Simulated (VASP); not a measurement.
# Na2ZnF4 (I4/mmm) in VASP: single point with PBEsol

Aim: the single point of Na2ZnF4 with PBEsol.

Program: VASP 6.6.1. These are calculated values, not measurements. Logs are shortened: lines on timing, memory, paths and dates and some standing lists are left out, and cuts for length are marked.

## Step 1: The cell of the first run

The structure is tetragonal, space group I4/mmm (No. 139). The conventional cell has a = 3.991 Å, b = 3.991 Å, c = 11.685 Å, α = 90.00°, β = 90.00°, γ = 90.00°. Na (site symmetry 4mm) has 9 F at 2.18 to 2.84 Å within 2.9 Å. Within 2.6 Å of Zn (site symmetry 4/mmm) lie 6 F at 1.99 to 2.00 Å. Within 2.7 Å of F (site symmetry mmm) lie 2 Zn at 2.00 Å and 4 Na at 2.61 Å. Within 2.6 Å of F (site symmetry 4mm) lie 1 Zn at 1.99 Å and 1 Na at 2.18 Å.

## Step 2: Single point, PBEsol

File INCAR:

```
ALGO     = Normal         # electronic algorithm
EDIFF    = 1E-6           # SCF threshold, eV
ENCUT    = 520            # plane-wave cutoff, eV
GGA      = PS             # functional
ISIF     = 2              # what is computed and relaxed
ISMEAR   = -1             # smearing method
LASPH    = True           # aspherical terms in the spheres
LCHARG   = False          # write CHGCAR
LREAL    = False          # projectors in reciprocal space
LWAVE    = False          # write WAVECAR
NBANDS   = 36             # bands
NELM     = 100            # most SCF steps
PREC     = Accurate       # precision mode
SIGMA    = 0.03           # smearing width, eV
```

File KPOINTS:

```
k-points
0
Gamma
  8 8 8
```

File POSCAR:

```
Na2ZnF4
1.0
   -1.9956244841      1.9956244841      5.8423358777
    1.9956244841     -1.9956244841      5.8423358777
    1.9956244841      1.9956244841     -5.8423358777
Na Zn F
2 1 4
Direct
    0.6438697626      0.6438697626      0.0000000000
    0.3561302374      0.3561302374      0.0000000000
    0.0000000000      0.0000000000      0.0000000000
    0.0000000000      0.5000000000      0.5000000000
    0.5000000000      0.0000000000      0.5000000000
    0.8300388758      0.8300388758      0.0000000000
    0.1699611242      0.1699611242      0.0000000000
```

Potentials or basis: VASP PAW PBE potentials, release 64 (Na_pv, Zn, F).

Launch:

```sh
$ cat potpaw_PBE.64/Na_pv/POTCAR potpaw_PBE.64/Zn/POTCAR potpaw_PBE.64/F/POTCAR > POTCAR
$ mpirun -np 1 vasp_std > vasp.out
```

OUTCAR:

```text
EDIFF = 1E-6
   ENCUT = 520
   GGA = PS
   ISIF = 2
   ISMEAR = -1
   LASPH = True
   LREAL = False
   NELM = 100
   PREC = Accurate

 ion  position               nearest neighbor table
   1  0.644  0.644  0.000-   6 2.18
   2  0.356  0.356  0.000-   7 2.18
   3  0.000  0.000  0.000-   6 1.99   7 1.99   4 2.00   5 2.00   4 2.00   5 2.00
   4  0.000  0.500  0.500-   3 2.00   3 2.00
   5  0.500  0.000  0.500-   3 2.00   3 2.00
   6  0.830  0.830  0.000-   3 1.99   1 2.18
   7  0.170  0.170  0.000-   3 1.99   2 2.18

  LATTYP: Found a body centered tetragonal cell.
 ALAT       =     3.9912489682
 C/A-ratio  =     2.9275727594

  Lattice vectors:

 A1 = (  -1.9956244841,   1.9956244841,   5.8423358777)
 A2 = (   1.9956244841,  -1.9956244841,   5.8423358777)
 A3 = (   1.9956244841,   1.9956244841,  -5.8423358777)

Analysis of symmetry for initial positions (statically):
=====================================================================
 Subroutine PRICEL returns:
 Original cell was already a primitive cell.

 Routine SETGRP: Setting up the symmetry group for a
 body centered tetragonal supercell.

 Subroutine GETGRP returns: Found 16 space group operations
 (whereof 16 operations were pure point group operations)
 out of a pool of 16 trial point group operations.

The static configuration has the point symmetry D_4h.

Analysis of symmetry for dynamics (positions and initial velocities):
=====================================================================
 Subroutine PRICEL returns:
 Original cell was already a primitive cell.

 Routine SETGRP: Setting up the symmetry group for a
 body centered tetragonal supercell.

 Subroutine GETGRP returns: Found 16 space group operations
 (whereof 16 operations were pure point group operations)
 out of a pool of 16 trial point group operations.

The dynamic configuration has the point symmetry D_4h.

 Subroutine INISYM returns: Found 16 space group operations
 (whereof 16 operations are pure point group operations),
 and found     1 'primitive' translations

----------------------------------------------------------------------------------------

                                     Primitive cell

  volume of cell :      93.0688

  direct lattice vectors                    reciprocal lattice vectors
    -1.995624484  1.995624484  5.842335878     0.000000000  0.250548139  0.085582207
     1.995624484 -1.995624484  5.842335878     0.250548139  0.000000000  0.085582207
     1.995624484  1.995624484 -5.842335878     0.250548139  0.250548139  0.000000000

  length of vectors
     6.488291198  6.488291198  6.488291198     0.264761561  0.264761561  0.354328576

  position of ions in fractional coordinates (direct lattice)
     0.643869763  0.643869763  0.000000000
     0.356130237  0.356130237  0.000000000
     0.000000000  0.000000000  0.000000000
     0.000000000  0.500000000  0.500000000
     0.500000000  0.000000000  0.500000000
     0.830038876  0.830038876  0.000000000
     0.169961124  0.169961124  0.000000000

  ion indices of the primitive-cell ions
   primitive index   ion index
                 1           1
                 2           2
                 3           3
                 4           4
                 5           5
                 6           6
                 7           7

----------------------------------------------------------------------------------------

 KPOINTS: k-points

Automatic generation of k-mesh.
 Grid dimensions read from file:
 generate k-points for:    8    8    8

 Generating k-lattice:

  Cartesian coordinates                     Fractional coordinates (reciprocal lattice)
     0.000000000  0.031318517  0.010697776     0.125000000  0.000000000 -0.000000000
     0.031318517  0.000000000  0.010697776     0.000000000  0.125000000 -0.000000000
     0.031318517  0.031318517  0.000000000     0.000000000  0.000000000  0.125000000

  Length of vectors
     0.033095195  0.033095195  0.044291072

  Shift w.r.t. Gamma in fractional coordinates (k-lattice)
     0.000000000  0.000000000  0.000000000

 Subroutine IBZKPT returns following result:
 ===========================================

 Found     59 irreducible k-points:

 Following reciprocal coordinates:
            Coordinates               Weight
  0.000000  0.000000  0.000000      1.000000
  0.125000 -0.000000  0.000000      8.000000
  0.250000 -0.000000  0.000000      8.000000
  0.375000 -0.000000  0.000000      8.000000
  0.500000 -0.000000  0.000000      4.000000
  0.125000  0.125000  0.000000      8.000000
[... 16 lines left out ...]
  0.250000  0.125000  0.125000     16.000000
  0.375000  0.125000  0.125000      8.000000
 [... further k-points ...]
   k-points           NKPTS =     59   k-points in BZ     NKDIM =     59   number of bands    NBANDS=     36
   number of dos      NEDOS =    301   number of ions     NIONS =      7
   total plane-waves  NPLWV = 110592
   dimension x,y,z NGX =    48 NGY =   48 NGZ =   48
   dimension x,y,z NGXF=    96 NGYF=   96 NGZF=   96
   ions per type =               2   1   4
   NGX,Y,Z   is equivalent  to a cutoff of  12.30, 12.30, 12.30 a.u.
   NGXF,Y,Z  is equivalent  to a cutoff of  24.60, 24.60, 24.60 a.u.
 SYSTEM =  unknown system
   PREC   = accura    normal or accurate (medium, high low for compatibility)
   ISTART =      0    job   : 0-new  1-cont  2-samecut
   ICHARG =      2    charge: 1-file 2-atom 10-const
   ISPIN  =      1    spin polarized calculation?
   LNONCOLLINEAR =      F non collinear calculations
   LSORBIT =      F    spin-orbit coupling
   LASPH  =      T    aspherical Exc in radial PAW
   ENCUT  =  520.0 eV  38.22 Ry    6.18 a.u.  12.06 12.06 12.06*2*pi/ulx,y,z
   NELM   =    100;   NELMIN=  2; NELMDL= -5     # of ELM steps
   EDIFF  = 0.1E-05   stopping-criterion for ELM
   LREAL  =      F    real-space projection
   EDIFFG = 0.1E-04   stopping-criterion for IOM
   NSW    =      0    number of steps for IOM
   IBRION =     -1    ionic relax: 0-MD 1-quasi-New 2-CG
   NFREE  =      0    steps in history (QN), initial steepest desc. (CG)
   ISIF   =      2    stress and relaxation
   ISYM   =      2    0-nonsym 1-usesym 2-fastsym
   POTIM  = 0.5000    time-step for ionic-motion
   TEBEG  =    0.0;   TEEND  =   0.0 temperature during run
   PSTRESS=    0.0 pullay stress
   NELECT =      54.0000    total number of electrons
   NUPDOWN=      -1.0000    fix difference up-down
   EMIN   =  10.00;   EMAX   =-10.00  energy-range for DOS
   EFERMI =   0.00;   METHOD = LEGACY
   ISMEAR =    -1;   SIGMA  =   0.03  broadening in eV -4-tet -1-fermi 0-gaus
   EFERMI_NEDOS =   21; number of points for ismear=-14 and -15
   IALGO  =     38    algorithm
   IMIX   =      4    mixing-type and parameters
     AMIX     =   0.40;   BMIX     =  1.00
     AMIX_MAG =   1.60;   BMIX_MAG =  1.00
  volume/ion in A,a.u.               =      13.30        89.72
  Fermi-wavevector in a.u.,A,eV,Ry     =   1.365436  2.580300 25.366914  1.864416
  Thomas-Fermi vector in A             =   2.491665
   LORBIT       =      0    0 simple, 1 ext, 2 COOP (PROOUT), +10 PAW based schemes
   GGA     = PS    functional components
   LHFCALC =     F    Hartree Fock is set to
   AEXX    =    0.0000 exact exchange contribution
   IVDW    =     0    specifies the selected vdW correction
   LEPSILON=     F    determine dielectric tensor
   LRPA    =     F    only Hartree local field effects (RPA)
 non-spin polarized calculation
  energy-cutoff  :      520.00
  volume of cell :       93.07
 maximum number of plane-waves:      2566
   NGX = 25   NGY = 25   NGZ = 25

 number of electron      53.9999991 magnetization

 Free energy of the ion-electron system (eV)
  ---------------------------------------------------
  ext. energy  EPLUGINS =         0.00000000
  ---------------------------------------------------
  free energy    TOTEN  =       -29.65064982 eV

  energy without entropy =      -29.65064982  energy(sigma->0) =      -29.65064982

 E-fermi :  -0.2968     XC(G=0):  -9.2305

 val. band max:       -1.0179901002   @ k =   0.3750   0.3750   0.1250
 cond. band min:       2.6792756575   @ k =   0.0000   0.0000   0.0000
 fundamental gap:      3.6972657577
 Fermi energy:        -0.2967878647

 k-point     1 :       0.0000    0.0000    0.0000
  band No.  band energies     occupation
      1     -23.0237      2.00000
      2     -22.4098      2.00000
      3     -22.1983      2.00000
      4     -22.1390      2.00000
      5     -22.0533      2.00000
      6     -22.0533      2.00000
[... 28 lines left out ...]
     35      12.6387      0.00000
     36      12.6387      0.00000

 k-point     2 :       0.1250   -0.0000    0.0000
  band No.  band energies     occupation
      1     -23.0000      2.00000
      2     -22.4350      2.00000
      3     -22.2026      2.00000
      4     -22.1424      2.00000
      5     -22.0531      2.00000
      6     -22.0513      2.00000
[... 28 lines left out ...]
     35      12.5418      0.00000
     36      12.6779      0.00000

 k-point     3 :       0.2500   -0.0000    0.0000
  band No.  band energies     occupation
      1     -22.9353      2.00000
      2     -22.5051      2.00000
      3     -22.1934      2.00000
      4     -22.1508      2.00000
      5     -22.0528      2.00000
      6     -22.0487      2.00000
[... 28 lines left out ...]
     35      12.6372      0.00000
     36      12.7811      0.00000
[... 742 lines left out ...]
 k-point    23 :       0.2500    0.1250    0.1250
  band No.  band energies     occupation
      1     -22.7830      2.00000
      2     -22.6085      2.00000
      3     -22.1956      2.00000
      4     -22.1562      2.00000
      5     -22.0568      2.00000
      6     -22.0497      2.00000
[... 28 lines left out ...]
     35      11.3703      0.00000
     36      12.8017      0.00000

 k-point    24 :       0.3750    0.1250    0.1250
  band No.  band energies     occupation
      1     -22.7250      2.00000
      2     -22.6625      2.00000
      3     -22.1780      2.00000
      4     -22.1616      2.00000
      5     -22.0539      2.00000
      6     -22.0537      2.00000
[... 28 lines left out ...]
     35      11.3608      0.00000
     36      12.2705      0.00000

 [... further k-points ...]

------------------------ aborting loop because EDIFF is reached ----------------------------------------

  FORCE on cell =-STRESS in cart. coord.  units (eV):
  Direction    XX          YY          ZZ          XY          YZ          ZX
  --------------------------------------------------------------------------------------
  -------------------------------------------------------------------------------------
  Total        0.1079270      0.1079270      0.2120397      0.0000000      0.0000000      0.0000000
  in kB        1.8579601      1.8579601      3.6502587      0.0000000      0.0000000      0.0000000
  external PRESSURE =       2.4553930 kB  Pullay stress =       0.0000000 kB

 VOLUME and BASIS-vectors are now :
 -----------------------------------------------------------------------------
  energy-cutoff  :      520.00
  volume of cell :       93.07
      direct lattice vectors                 reciprocal lattice vectors
    -1.995624484  1.995624484  5.842335878     0.000000000  0.250548139  0.085582207
     1.995624484 -1.995624484  5.842335878     0.250548139  0.000000000  0.085582207
     1.995624484  1.995624484 -5.842335878     0.250548139  0.250548139  0.000000000

 POSITION                                       TOTAL-FORCE (eV/Angst)
 -----------------------------------------------------------------------------------
      0.00000      0.00000      7.52341        -0.000000     -0.000000     -0.011592
      0.00000      0.00000      4.16126         0.000000      0.000000      0.011592
      0.00000      0.00000      0.00000        -0.000000     -0.000000     -0.000000
      1.99562      0.00000      0.00000        -0.000000     -0.000000     -0.000000
      0.00000      1.99562      0.00000        -0.000000     -0.000000      0.000000
      0.00000      0.00000      9.69873         0.000000      0.000000     -0.053212
      0.00000      0.00000      1.98594        -0.000000     -0.000000      0.053212
 -----------------------------------------------------------------------------------
    total drift:                                0.000000      0.000000      0.000000

  FREE ENERGIE OF THE ION-ELECTRON SYSTEM (eV)
  ---------------------------------------------------
  free  energy   TOTEN  =       -29.6506498152 eV

  energy  without entropy=      -29.6506498152  energy(sigma->0) =      -29.65064982
```

Run time: 4.8 min. Hardware: 1 thread of Intel Xeon Platinum 8488C (Sapphire Rapids), shared host; peak memory 0.41 GiB.

What came out:

```
Free energy            : -29.6506 eV
Pressure               : 0.2 GPa
Largest force          : 0.053 eV/Å
Band gap on the k mesh : 3.70 eV (least direct gap 5.19 eV)
```

Forces on the atoms (eV/Å):
```
Na   0.000  0.000 -0.012
Na   0.000  0.000  0.012
Zn   0.000  0.000  0.000
F    0.000  0.000  0.000
F    0.000  0.000  0.000
F    0.000  0.000 -0.053
F    0.000  0.000  0.053
```

Caveat: the PAW data sets were made with another functional, which shifts forces and pressure a little. A k mesh can miss the band edges.
